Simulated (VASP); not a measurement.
Input of a VASP 6.6.1 run:

File INCAR:

```
SYSTEM = Ba
PREC = Accurate ; ENCUT = 520
EDIFF = 1E-6 ; ISMEAR = 0
SIGMA = 0.15 ; LREAL = .FALSE.
LASPH = .TRUE. ; NELM = 80
ALGO = Fast ; ISIF = 2
LWAVE = .FALSE. ; LCHARG = .TRUE.
GGA = PS ; LELF = .TRUE.
LVHAR = .TRUE. ; NBANDS = 11
```

Contents of KPOINTS:

```
Automatic mesh
0
G
  16 16 16
  0 0 0
```

The input POSCAR:

```
Ba
1.0
   -2.8062963888      2.8062963888      1.9840515469
    2.8062963888     -2.8062963888      1.9840515469
    2.8062963888      2.8062963888     -1.9840515469
Ba
1
Direct
    0.0000000000      0.0000000000      0.0000000000
```

Potentials or basis: VASP PAW PBE potentials, release 64 (Ba_sv).

Launch:

```sh
$ cat potpaw_PBE.64/Ba_sv/POTCAR > POTCAR
$ mpirun -np 1 vasp_std > vasp.out
```

(1) What does it give for the pressure?

(2) Predict the band gap on the k mesh.

Results:

(1) -0.2 GPa.

(2) zero (band 5 reaches 2.02 eV, above the bottom of band 6 at 1.11 eV).

Caveat: the PAW data sets were made with another functional, which shifts forces and pressure a little; spin-orbit coupling is left out, which moves the levels of the heavy elements.
